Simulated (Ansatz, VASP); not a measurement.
**Two plane-wave programs on TePb**

The input INCAR:

```
SYSTEM = TePb
  PREC = Accurate
  ENCUT = 500
  EDIFF = 1E-7
  ISMEAR = 0
  SIGMA = 0.02
  LREAL = .False.
  LASPH = .True.
  NELM = 120
  ALGO = Normal
  ISIF = 3
  LWAVE = .False.
  LCHARG = .False.
  IBRION = 2
  NSW = 100
  EDIFFG = -0.002
  GGA_COMPAT = .False.
  NELMIN = 4
```

The input KPOINTS:

```
regular mesh
0
Gamma
  8 8 8
  0 0 0
```

The input POSCAR:

```
TePb
1.0
    0.0000000000      3.2270500000      3.2270500000
    3.2270500000      0.0000000000      3.2270500000
    3.2270500000      3.2270500000      0.0000000000
Te Pb
1 1
Direct
    0.5000000000      0.5000000000      0.5000000000
    0.0000000000      0.0000000000      0.0000000000
```

Input for Ansatz:

```yaml
crystal:
  lattice:
    - [0.0, 3.22705, 3.22705]
    - [3.22705, 0.0, 3.22705]
    - [3.22705, 3.22705, 0.0]
  atoms:
    - { symbol: Te, position: [0.5, 0.5, 0.5] }
    - { symbol: Pb, position: [0.0, 0.0, 0.0] }
basis:
  ecutwfc: 420
kpoints:
  mp_grid: { grid: [8, 8, 8] }
hamiltonian:
  xc: lda
  pseudopotentials: { kind: paw, azcp: { folder: soft_1 } }
scf:
  occupations: { method: gaussian, width: 0.02 }
output:
  forces: true
  stress: true
  eigenvalues: true
relax:
  adjacent_minimum: "off"
  f_tol: 0.002
  max_steps: 80
  cell: { stress_tol: 0.02 }
```

Alike in both runs: task relaxation of cell and atoms; functional LDA; k mesh 8 × 8 × 8; occupations gaussian, width 0.02 eV; no spin polarisation.

```csv
,VASP,Ansatz
version,VASP 6.6.1,Ansatz 0.2.0
potentials or method,"VASP PAW LDA potentials, release 64 (Te, Pb_d), cutoff 500 eV","scalar-relativistic, plane waves, PAW"
valence electrons in the cell,20,30
```

|  | VASP | Ansatz | Ansatz less VASP |
| --- | --- | --- | --- |
| gap on the k mesh at the Fermi level, each at its own relaxed structure (eV) | 0.56 | 0.58 | +0.018 |
| relaxed volume (Å³/atom) | 32.53 | 32.48 | -0.051 |
| relaxed cell length with the largest relative difference (Å) | 4.514 | 4.512 | -0.0024 |

Ansatz warns that its potentials were made for another functional, while VASP's fit it. LDA's correlation is that of Perdew and Zunger in VASP and of Perdew and Wang (1992) in Ansatz. VASP's potentials hold 20 valence electrons a cell and Ansatz's 30, so a difference there can come from the potentials and not from the codes.

Neither program's run includes spin-orbit coupling.
